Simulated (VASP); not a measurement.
The system is TaN.

```xyz
4
Lattice="0.0000 -2.1874 -2.1874 0.0000 2.1874 -2.1874 4.3749 0.0000 0.0000" Properties=species:S:1:pos:R:3 pbc="T T T"
Ta   -0.0914    0.0000   -2.1874
Ta    2.2788    0.0000    0.0000
N     1.9916    0.0000   -2.1874
N     0.1958    0.0000    0.0000
```

This cell differs from its parent crystal: mode 1 frozen in at -0.196 Å and mode 2 at +0.000 Å (largest displacements).

Base run:

```yaml
Program: VASP 6.6.1
Functional: PBEsol
Potentials_or_basis: VASP PAW PBE potentials, release 64 (Ta_pv, N)
Cutoff: 520 eV
k_mesh: 14 × 14 × 10
Occupations: gaussian, width 0.15 eV
Spin: no spin polarisation
```

Its results: band gap on the k mesh zero (band 16 reaches 10.93 eV, above the bottom of band 17 at 7.86 eV); pressure 2.3 GPa; largest force 1.147 eV/Å.

**Question.** The run is repeated on the same cell with these changes: potentials or basis from VASP PAW PBE potentials, release 64 (Ta_pv, N) to VASP PAW PBE potentials, release 64 (Ta_sv_GW, N); cutoff from 520 eV to 600 eV; further incar settings from ALGO = Normal; EDIFF = 1e-06; NBANDS = 24 to ALGO = Normal; EDIFF = 1e-06; NBANDS = 26; valence electrons from 32 to 36. What comes out?

**Answer.** Band gap on the k mesh zero (band 18 reaches 15.26 eV, above the bottom of band 19 at 12.20 eV); pressure 1.4 GPa; largest force 1.126 eV/Å.

Caveats: the PAW data sets were made with another functional, which shifts forces and pressure a little; spin-orbit coupling is left out, which moves the levels of the heavy elements.
